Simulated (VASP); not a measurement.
Input of a VASP 6.6.1 run:

Contents of POSCAR:

```
W
1.0
   -1.5772470000      1.5772470000      1.5772470000
    1.5772470000     -1.5772470000      1.5772470000
    1.5772470000      1.5772470000     -1.5772470000
W
1
Direct
    0.0000000000      0.0000000000      0.0000000000
```

INCAR.step1

```
ALGO = Normal
EDIFF = 1E-5
ENCUT = 550
GGA = PE
GGA_COMPAT = F
ISMEAR = -1
LASPH = T
LCHARG = F
LREAL = F
LWAVE = T
NBANDS = 13
NELM = 120
PREC = Accurate
SIGMA = 0.05
```

Contents of INCAR.step2:

```
ALGO = Normal
EDIFF = 1E-6
ENCUT = 550
GGA_COMPAT = F
ISIF = 2
ISMEAR = -1
ISTART = 1
LASPH = T
LCHARG = F
LMIXTAU = T
LREAL = F
LWAVE = F
METAGGA = R2SCAN
NBANDS = 13
NELM = 120
PREC = Accurate
SIGMA = 0.05
```

Contents of KPOINTS:

```
k-points
0
Gamma
  11 11 11
```

Potentials or basis: VASP PAW PBE potentials, release 64 (W_sv).

Command:

```sh
$ cat potpaw_PBE.64/W_sv/POTCAR > POTCAR
$ cp INCAR.step1 INCAR
$ mpirun -np 1 vasp_std > vasp.out
$ cp INCAR.step2 INCAR
$ mpirun -np 1 vasp_std > vasp.out
```

Problem. Predict the pressure.

Solution. 6.2 GPa.

Problem. Estimate the band gap on the k mesh.

Solution. Zero (band 7 reaches 15.94 eV, above the bottom of band 8 at 10.13 eV).

Caveat: the PAW data sets were made with another functional, which shifts forces and pressure a little; spin-orbit coupling is left out, which moves the levels of the heavy elements.
